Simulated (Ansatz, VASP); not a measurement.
## KCl in VASP and in Ansatz

File INCAR:

```
SYSTEM = KCl
PREC     = Accurate       ! precision mode
ENCUT    = 520            ! plane-wave cutoff, eV
EDIFF    = 1E-7           ! SCF threshold, eV
ISMEAR   = -1             ! smearing method
SIGMA    = 0.05           ! smearing width, eV
LREAL    = .FALSE.        ! projectors in reciprocal space
LASPH    = .TRUE.         ! aspherical terms in the spheres
NELM     = 100            ! most SCF steps
ALGO     = Normal         ! electronic algorithm
ISIF     = 2              ! what is computed and relaxed
LWAVE    = .FALSE.        ! write WAVECAR
LCHARG   = .FALSE.        ! write CHGCAR
GGA      = PE             ! functional
NBANDS   = 15             ! bands
```

Contents of KPOINTS:

```
Automatic mesh
0
G
  7 7 7
  0 0 0
```

File POSCAR:

```
KCl
1.0
    0.0000000000      3.1464700000      3.1464700000
    3.1464700000      0.0000000000      3.1464700000
    3.1464700000      3.1464700000      0.0000000000
K Cl
1 1
Direct
   -0.0111760000      0.0118590000     -0.0019720000
    0.4830260000      0.5020970000      0.5056370000
```

input.yaml

```yaml
crystal:
  lattice:
    - [0.0, 3.14647, 3.14647]
    - [3.14647, 0.0, 3.14647]
    - [3.14647, 3.14647, 0.0]
  atoms:
    - { symbol: K, position: [-0.011176, 0.011859, -0.001972] }
    - { symbol: Cl, position: [0.483026, 0.502097, 0.505637] }
kpoints:
  mp_grid: { grid: [7, 7, 7] }
scf:
  occupations: { method: fermi_dirac, width: 0.05 }
hamiltonian:
  xc: pbe
  pseudopotentials: { kind: all_electron, lapw: { basis_error: 0.001 } }
output:
  forces: true
  stress: true
  eigenvalues: true
  populations: true
```

Change from the starting cell: atoms moved at random, drawn with an rms of 0.05 Å.

Alike in both runs: task single point; functional PBE; k mesh 7 × 7 × 7; occupations fermi-dirac, width 0.05 eV; no spin polarisation.

|  | VASP | Ansatz |
| --- | --- | --- |
| version | VASP 6.6.1 | Ansatz 0.2.0 |
| potentials or method | VASP PAW PBE potentials, release 64 (K_sv, Cl), cutoff 520 eV | all-electron LAPW, scalar-relativistic |

Ansatz gave:

* gap on the k mesh at the Fermi level (eV): 5.19
* least direct gap on the mesh (eV): 5.19
* pressure (GPa): 0.8
* rms of the force components (eV/Å): 0.038

**Question.** What did VASP give for the same quantities?

**Answer.** gap on the k mesh at the Fermi level (eV): 5.19; least direct gap on the mesh (eV): 5.19; pressure (GPa): 0.8; rms of the force components (eV/Å): 0.039.

Atom by atom the forces differ by 0.001 eV/Å (rms over components). Ansatz ran all-electron here, and VASP with PAW potentials.
